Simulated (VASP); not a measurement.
# Ti (I4_1/amd) in VASP: notebook

Runs on Ti. Level: PBE. Tasks: single point.

Everything below comes from runs of VASP 6.6.1. Logs are shortened: lines on timing, memory, paths and dates and some standing lists are left out, and cuts for length are marked.

### 1 The cell of the first run

It takes space group I4_1/amd (No. 141, tetragonal). The conventional cell has a = 4.268 Å, b = 4.268 Å, c = 2.495 Å, α = 90.00°, β = 90.00°, γ = 90.00°. Within 2.9 Å of Ti (site symmetry -4m2) lie 10 Ti at 2.22 to 2.84 Å.

### 2 Single point, PBE (volume scaled by 0.65)

INCAR

```
SYSTEM = Ti
ALGO = Normal
EDIFF = 1E-6
ENCUT = 520
GGA = PE
ISIF = 2
ISMEAR = -1
LASPH = .TRUE.
LCHARG = .FALSE.
LREAL = .FALSE.
LWAVE = .FALSE.
NBANDS = 19
NELM = 60
PREC = Accurate
SIGMA = 0.1
```

KPOINTS

```
k-points
0
G
  15 15 15
  0 0 0
```

POSCAR

```
Ti
1.0
   -2.1338626370      2.1338626370      1.2477360778
    2.1338626370     -2.1338626370      1.2477360778
    2.1338626370      2.1338626370     -1.2477360778
Ti
2
Direct
   -0.3750000000     -0.1250000000     -0.2500000000
    0.3750000000      0.1250000000      0.2500000000
```

Potentials or basis: VASP PAW PBE potentials, release 64 (Ti_sv).

Started as:

```bash
> cat potpaw_PBE.64/Ti_sv/POTCAR > POTCAR
> mpirun -np 1 vasp_std > vasp.out
```

OUTCAR:

```text
SYSTEM = Ti
   EDIFF = 1E-6
   ENCUT = 520
   GGA = PE
   ISIF = 2
   ISMEAR = -1
   LASPH = .TRUE.
   LREAL = .FALSE.
   NELM = 60
   PREC = Accurate

 ion  position               nearest neighbor table
   1  0.625  0.875  0.750-   2 2.22   2 2.22   2 2.22   2 2.22   2 2.84   2 2.84   2 2.84   2 2.84

   2  0.375  0.125  0.250-   1 2.22   1 2.22   1 2.22   1 2.22   1 2.84   1 2.84   1 2.84   1 2.84

  LATTYP: Found a body centered tetragonal cell.
 ALAT       =     4.2677252740
 C/A-ratio  =     0.5847312082

  Lattice vectors:

 A1 = (  -2.1338626370,   2.1338626370,   1.2477360778)
 A2 = (   2.1338626370,  -2.1338626370,   1.2477360778)
 A3 = (   2.1338626370,   2.1338626370,  -1.2477360778)

Analysis of symmetry for initial positions (statically):
=====================================================================
 Subroutine PRICEL returns:
 Original cell was already a primitive cell.

 Routine SETGRP: Setting up the symmetry group for a
 body centered tetragonal supercell.

 Subroutine GETGRP returns: Found 16 space group operations
 (whereof  4 operations were pure point group operations)
 out of a pool of 16 trial point group operations.

The static configuration has the point symmetry C_2h.
 The point group associated with its full space group is D_4h.

Analysis of symmetry for dynamics (positions and initial velocities):
=====================================================================
 Subroutine PRICEL returns:
 Original cell was already a primitive cell.

 Routine SETGRP: Setting up the symmetry group for a
 body centered tetragonal supercell.

 Subroutine GETGRP returns: Found 16 space group operations
 (whereof  4 operations were pure point group operations)
 out of a pool of 16 trial point group operations.

The dynamic configuration has the point symmetry C_2h.
 The point group associated with its full space group is D_4h.

 Subroutine INISYM returns: Found 16 space group operations
 (whereof  4 operations are pure point group operations),
 and found     1 'primitive' translations

----------------------------------------------------------------------------------------

                                     Primitive cell

[... 82 lines left out ...]
   ISTART =      0    job   : 0-new  1-cont  2-samecut
   ICHARG =      2    charge: 1-file 2-atom 10-const
   ISPIN  =      1    spin polarized calculation?
   LNONCOLLINEAR =      F non collinear calculations
   LSORBIT =      F    spin-orbit coupling
   LASPH  =      T    aspherical Exc in radial PAW
   ENCUT  =  520.0 eV  38.22 Ry    6.18 a.u.   6.07  6.07  6.07*2*pi/ulx,y,z
   NELM   =     60;   NELMIN=  2; NELMDL= -5     # of ELM steps
   EDIFF  = 0.1E-05   stopping-criterion for ELM
   LREAL  =      F    real-space projection
   EDIFFG = 0.1E-04   stopping-criterion for IOM
   NSW    =      0    number of steps for IOM
   IBRION =     -1    ionic relax: 0-MD 1-quasi-New 2-CG
   NFREE  =      0    steps in history (QN), initial steepest desc. (CG)
   ISIF   =      2    stress and relaxation
   ISYM   =      2    0-nonsym 1-usesym 2-fastsym
   POTIM  = 0.5000    time-step for ionic-motion
   TEBEG  =    0.0;   TEEND  =   0.0 temperature during run
   PSTRESS=    0.0 pullay stress
   NELECT =      24.0000    total number of electrons
   NUPDOWN=      -1.0000    fix difference up-down
   EMIN   =  10.00;   EMAX   =-10.00  energy-range for DOS
   EFERMI =   0.00;   METHOD = LEGACY
   ISMEAR =    -1;   SIGMA  =   0.10  broadening in eV -4-tet -1-fermi 0-gaus
   EFERMI_NEDOS =   21; number of points for ismear=-14 and -15
   IALGO  =     38    algorithm
   IMIX   =      4    mixing-type and parameters
     AMIX     =   0.40;   BMIX     =  1.00
     AMIX_MAG =   1.60;   BMIX_MAG =  1.00
  volume/ion in A,a.u.               =      11.36        76.68
  Fermi-wavevector in a.u.,A,eV,Ry     =   1.667145  3.150447 37.815656  2.779372
  Thomas-Fermi vector in A             =   2.753218
   LORBIT       =      0    0 simple, 1 ext, 2 COOP (PROOUT), +10 PAW based schemes
   GGA     = PE    functional components
   LHFCALC =     F    Hartree Fock is set to
   AEXX    =    0.0000 exact exchange contribution
   IVDW    =     0    specifies the selected vdW correction
   LEPSILON=     F    determine dielectric tensor
   LRPA    =     F    only Hartree local field effects (RPA)
 non-spin polarized calculation
  energy-cutoff  :      520.00
  volume of cell :       22.73
 maximum number of plane-waves:       628
   NGX = 13   NGY = 13   NGZ = 13

 number of electron      24.0000002 magnetization

 Free energy of the ion-electron system (eV)
  ---------------------------------------------------
  ext. energy  EPLUGINS =         0.00000000
  ---------------------------------------------------
  free energy    TOTEN  =       -12.54343967 eV

  energy without entropy =      -12.46107871  energy(sigma->0) =      -12.50225919

 E-fermi :  13.1840     XC(G=0): -13.6161

 val. band max:       13.1835601476   @ k =  -0.2667   0.4000   0.2667
 cond. band min:      13.1848873718   @ k =  -0.0667   0.3333   0.0667
 fundamental gap:      0.0013272242
 Fermi energy:        13.1839899701

 k-point     1 :       0.0000    0.0000    0.0000
  band No.  band energies     occupation
      1     -43.2577      2.00000
      2     -41.8412      2.00000
      3     -20.1904      2.00000
      4     -20.1904      2.00000
      5     -18.0374      2.00000
      6     -17.9924      2.00000
[... 505 lines left out ...]
      6     -18.9974      2.00000
[... 11 lines left out ...]
     18      18.9186      0.00000
     19      20.3730      0.00000

 [... further k-points ...]

------------------------ aborting loop because EDIFF is reached ----------------------------------------

  FORCE on cell =-STRESS in cart. coord.  units (eV):
  Direction    XX          YY          ZZ          XY          YZ          ZX
  --------------------------------------------------------------------------------------
  -------------------------------------------------------------------------------------
  Total       12.0393055     12.0393055     11.7908787      0.0000000      0.0000000      0.0000000
  in kB      848.7824210    848.7824210    831.2680935      0.0000000      0.0000000      0.0000000
  external PRESSURE =     842.9443118 kB  Pullay stress =       0.0000000 kB

 VOLUME and BASIS-vectors are now :
 -----------------------------------------------------------------------------
  energy-cutoff  :      520.00
  volume of cell :       22.73
      direct lattice vectors                 reciprocal lattice vectors
    -2.133862637  2.133862637  1.247736078     0.000000000  0.234316863  0.400725770
     2.133862637 -2.133862637  1.247736078     0.234316863  0.000000000  0.400725770
     2.133862637  2.133862637 -1.247736078     0.234316863  0.234316863  0.000000000

 POSITION                                       TOTAL-FORCE (eV/Angst)
 -----------------------------------------------------------------------------------
      2.13386      1.06693      0.93580         0.000000      0.000000      0.000000
      0.00000      1.06693      0.31193        -0.000000     -0.000000     -0.000000
 -----------------------------------------------------------------------------------
    total drift:                               -0.000000      0.000000      0.000000

  FREE ENERGIE OF THE ION-ELECTRON SYSTEM (eV)
  ---------------------------------------------------
  free  energy   TOTEN  =       -12.5434396725 eV

  energy  without entropy=      -12.4610787057  energy(sigma->0) =      -12.50225919
```

stdout:

```text
POSCAR found type information on POSCAR Ti
 POSCAR found :  1 types and       2 ions
 scaLAPACK will be used
 LDA part: xc-table for (Slater+PW92), standard interpolation
 POSCAR, INCAR and KPOINTS ok, starting setup
 FFT: planning ... GRIDC
 FFT: planning ... GRID_SOFT
 FFT: planning ... GRID
 WAVECAR not read
 entering main loop
```

Wall time 34 s (1 thread of Intel Xeon 6975P-C (Granite Rapids), shared host); peak memory 0.21 GiB.

Results:

```yaml
Free_energy: -12.5434 eV
Pressure: 84.3 GPa
Band_gap_on_the_k_mesh: zero (band 12 reaches 13.68 eV, above the bottom of band 13 at 12.21 eV)
```

Caveat: the cell differs from its parent crystal (volume scaled by 0.65).

### 3 Single point, PBE

This run uses another cell than the first one, of 13.11 Å³/atom, 1.154 times its volume.

INCAR

```
PREC = Accurate ; ENCUT = 520
EDIFF = 1E-7 ; ISMEAR = -1
SIGMA = 0.1 ; LREAL = F
LASPH = T ; NELM = 100
ALGO = Normal ; ISIF = 2
LWAVE = F ; LCHARG = F
GGA = PE ; NBANDS = 19
```

KPOINTS

```
regular mesh
0
Gamma
  15 15 15
```

POSCAR

```
Ti
1.0
   -2.2462039249      2.2462039249      1.2992873028
    2.2462039249     -2.2462039249      1.2992873028
    2.2462039249      2.2462039249     -1.2992873028
Ti
2
Direct
   -0.3750000000     -0.1250000000     -0.2500000000
    0.3750000000      0.1250000000      0.2500000000
```

Potentials or basis: VASP PAW PBE potentials, release 64 (Ti_sv).

Started as:

```bash
> cat potpaw_PBE.64/Ti_sv/POTCAR > POTCAR
> mpirun -np 1 vasp_std > vasp.out
```

Run time: 1.8 min. Hardware: 1 thread of Intel Xeon 6975P-C (Granite Rapids), shared host; peak memory 0.24 GiB.

It converged, with:

| Item | Value |
| --- | --- |
| Free energy | -13.9025 eV |
| Pressure | 43.7 GPa |
| Band gap on the k mesh | zero (band 12 reaches 11.72 eV, above the bottom of band 13 at 10.54 eV) |

Stress tensor (GPa, compression positive):
```
43.94  0.00  0.00
 0.00 43.94  0.00
 0.00  0.00 43.18
```

Levels at points of the mesh, in eV from the Fermi level:
```
           k point  band 10  band 11  band 12  band 13  band 14  band 15
(0.00, 0.00, 0.00)    -3.96    -1.29    -0.58     0.35     3.00     3.00
```
